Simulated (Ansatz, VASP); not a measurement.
**Two plane-wave programs on Sc4Si**

```xyz
10
Lattice="5.6561 0.2551 -0.1504 2.4517 5.1450 0.0793 2.2632 1.1073 7.6513" Properties=species:S:1:pos:R:3 pbc="T T T"
Sc    4.4595    4.0428    5.3802
Sc    4.5251    2.5041    2.4113
Sc    7.4585    2.5281    6.7724
Sc    2.8888    4.9127    2.6107
Sc    1.7014    2.3158    3.8682
Sc    6.4590    3.9639    0.4527
Sc    7.1636    5.9363    5.3368
Sc    2.3794    1.2341    0.5804
Si    5.8690    4.9163    7.6589
Si    5.7465    5.0729    3.0590
```

Change from the starting cell: the structure that the rattled cell fell into.

Alike in both runs: functional PBE; k mesh 4 × 4 × 2; occupations gaussian, width 0.1 eV; no spin polarisation.

Ansatz relaxed the structure, and its values are those at the end. VASP's run is a single point on that final structure, the one shown.

```csv
,VASP,Ansatz
version,VASP 6.6.1,Ansatz 0.2.0
potentials or method,"VASP PAW PBE potentials, release 64 (Sc_sv, Si), cutoff 520 eV","scalar-relativistic, plane waves, PAW"
valence electrons in the cell,96,96
```

Ansatz gave:

- gap on the k mesh at the Fermi level (eV): none
- pressure (GPa): 0.0
- rms of the force components (eV/Å): 0.009

Which values does VASP return?

gap on the k mesh at the Fermi level (eV): none; pressure (GPa): 0.1; rms of the force components (eV/Å): 0.009.

A gap of «none» marks a metal or a gap that the smearing closes. With one functional, cell and mesh, what is left measures potentials, basis and numerics.

The k mesh is coarse, so the values compare programs but aren't converged.
